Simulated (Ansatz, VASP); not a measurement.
Bi: VASP beside Ansatz

```
Bi
1.0
     2.31612    1.33721    4.02901
    -2.31612    1.33721    4.02901
     0.00000   -2.67442    4.02901
Bi
2
Cartesian
  0.0000 0.0000 2.8270
  0.0000 0.0000 9.2600
```

Alike in both runs: task single point; functional LDA; k mesh 12 × 12 × 12; occupations gaussian, width 0.1 eV; no spin polarisation.

|  | VASP | Ansatz |
| --- | --- | --- |
| version | VASP 6.6.1 | Ansatz 0.2.0 |
| potentials or method | VASP PAW LDA potentials, release 64 (Bi_d), cutoff 520 eV | scalar-relativistic, plane waves, PAW |
| valence electrons in the cell | 30 | 30 |

Ansatz gave:

```
gap on the k mesh at the Fermi level (eV)                     : none
pressure (GPa)                                                : -4.0
traceless stress, the component that is largest in VASP (GPa) : 0.38
rms of the force components (eV/Å)                            : 0.112
```

Q: Which values does VASP return?

A: gap on the k mesh at the Fermi level (eV): none; pressure (GPa): -3.9; traceless stress, the component that is largest in VASP (GPa): 0.37; rms of the force components (eV/Å): 0.100.

LDA's correlation is that of Perdew and Zunger in VASP and of Perdew and Wang (1992) in Ansatz. Atom by atom the forces differ by 0.012 eV/Å (rms over components). A gap of «none» marks a metal or a gap that the smearing closes.

Neither program's run includes spin-orbit coupling.
